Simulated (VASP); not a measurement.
Write the native input for VASP 6.6.1 that does the following.

```yaml
Task: single point
Functional: LDA
Potentials_or_basis: VASP PAW LDA potentials, release 64 (Hf_pv)
Cutoff: 520 eV
k_mesh: 16 × 16 × 16
Occupations: fermi-dirac, width 0.1 eV
Spin: no spin polarisation
Dipole_correction: no
Further_INCAR_settings: ALGO = Normal; EDIFF = 1e-06; NBANDS = 11
```

The structure of Hf lies in POSCAR:

```
Hf
1.0
    0.0000000000      2.1268992204      2.1268992204
    2.1268992204      0.0000000000      2.1268992204
    2.1268992204      2.1268992204      0.0000000000
Hf
1
Direct
    0.0000000000      0.0000000000      0.0000000000
```

The input as run:

INCAR

```
ALGO = Normal
EDIFF = 1E-6
ENCUT = 520
ISIF = 2
ISMEAR = -1
LASPH = T
LCHARG = T
LELF = T
LREAL = F
LVHAR = T
LWAVE = F
NBANDS = 11
NELM = 100
PREC = Accurate
SIGMA = 0.1
```

KPOINTS

```
k-points
0
Gamma
  16 16 16
```

Potentials or basis: VASP PAW LDA potentials, release 64 (Hf_pv).

Launch:

```console
$ cat potpaw_LDA.64/Hf_pv/POTCAR > POTCAR
$ mpirun -np 1 vasp_std > vasp.out
```

It gave:

```json
{
  "Pressure": "10.0 GPa",
  "Band gap on the k mesh": "zero (band 5 reaches 7.11 eV, above the bottom of band 6 at 5.27 eV)"
}
```

Caveat: spin-orbit coupling is left out, which moves the levels of the heavy elements.

Run time: 58 s on 1 thread of AMD EPYC 7R13, with other jobs on the host, peak memory 0.12 GiB.
